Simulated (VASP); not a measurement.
Write the native input for VASP 6.6.1 that does the following.

```
Task                   : single point
Functional             : PBE
Potentials or basis    : VASP PAW PBE potentials, release 64 (O, Mg, S)
Cutoff                 : 520 eV
k mesh                 : 6 × 6 × 4
Occupations            : gaussian, width 0.01 eV
Spin                   : no spin polarisation
Dipole correction      : no
Further INCAR settings : ALGO = Normal; EDIFF = 1e-06; NBANDS = 16
```

The structure of Mg2SO lies in POSCAR:

```
Mg2SO
1.0
    3.7224387127      0.0000000000      0.0000000000
    0.0000000000      3.7224387127      0.0000000000
    0.0000000000      0.0000000000      5.0339492793
O Mg S
1 2 1
Direct
    0.0000000000      0.0000000000      0.0000000000
    0.0000000000      0.5000000000      0.8086438575
    0.5000000000      0.0000000000      0.1913561425
    0.5000000000      0.5000000000      0.5000000000
```

The input as run:

INCAR

```
SYSTEM = Mg2SO
PREC = Accurate
ENCUT = 520
EDIFF = 1E-6
ISMEAR = 0
SIGMA = 0.01
LREAL = .FALSE.
LASPH = .TRUE.
NELM = 80
ALGO = Normal
ISIF = 2
LWAVE = .FALSE.
LCHARG = .FALSE.
GGA = PE
NBANDS = 16
```

KPOINTS

```
regular mesh
0
G
  6 6 4
  0 0 0
```

Potentials or basis: VASP PAW PBE potentials, release 64 (O, Mg, S).

Run with:

```sh
$ cat potpaw_PBE.64/O/POTCAR potpaw_PBE.64/Mg/POTCAR potpaw_PBE.64/S/POTCAR > POTCAR
$ mpirun -np 1 vasp_std > vasp.out
```

Results of the run:

```yaml
Pressure: -2.4 GPa
Largest_force: 0.054 eV/Å
Band_gap_on_the_k_mesh: 1.46 eV (least direct gap 1.61 eV)
```

It took 13 s on 1 thread of Intel(R) Xeon(R) 6975P-C (Granite Rapids), with other jobs on the host, peak memory 0.19 GiB.
